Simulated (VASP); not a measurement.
SiO:

```
CELL_PARAMETERS angstrom
2.66757 0.00000 0.00000
0.00000 2.66757 0.00000
0.00000 0.00000 3.22862
ATOMIC_POSITIONS crystal
Si 0.50000 0.50000 0.50000
O 0.00000 0.00000 0.00000
```

```yaml
Program: VASP 6.6.1
Task: relaxation of cell and atoms
Functional: PBE
Potentials_or_basis: VASP PAW PBE potentials, release 64 (Si, O)
Cutoff: 600 eV
k_mesh: 6 × 6 × 6
Occupations: gaussian, width 0.1 eV
Spin: no spin polarisation
```

At the start: pressure -7.7 GPa; volume 11.49 Å³/atom.

Task: How do energy, volume and symmetry change on relaxing?

Result: Over 8 steps the energy falls by 85.2 meV/atom and the volume is 11.12 Å³/atom (-3.2 %); space group P4/mmm (No. 123, to 0.05 Å).

The path:
```tsv
step	energy change (eV)	largest force (eV/Å)	pressure (GPa)	volume (Å³)
1	0.0000	0.0000	-7.70	22.97
2	-0.1252	0.0000	4.58	21.15
3	-0.1252	0.0000	4.43	21.17
4	-0.1557	0.0000	1.55	21.78
5	-0.1668	0.0000	-2.44	22.72
6	-0.1679	0.0000	-1.63	22.51
7	-0.1680	0.0000	-1.45	22.47
8	-0.1705	0.0000	0.19	22.24
```

Final structure:
```xyz
2
Lattice="2.7899 0.0000 0.0000 0.0000 2.7899 0.0000 0.0000 0.0000 2.8573" Properties=species:S:1:pos:R:3 pbc="T T T"
Si    1.3949    1.3949    1.4286
O     0.0000    0.0000    0.0000
```

Caveat: the k points lie up to 0.38 Å⁻¹ apart in the final cell.
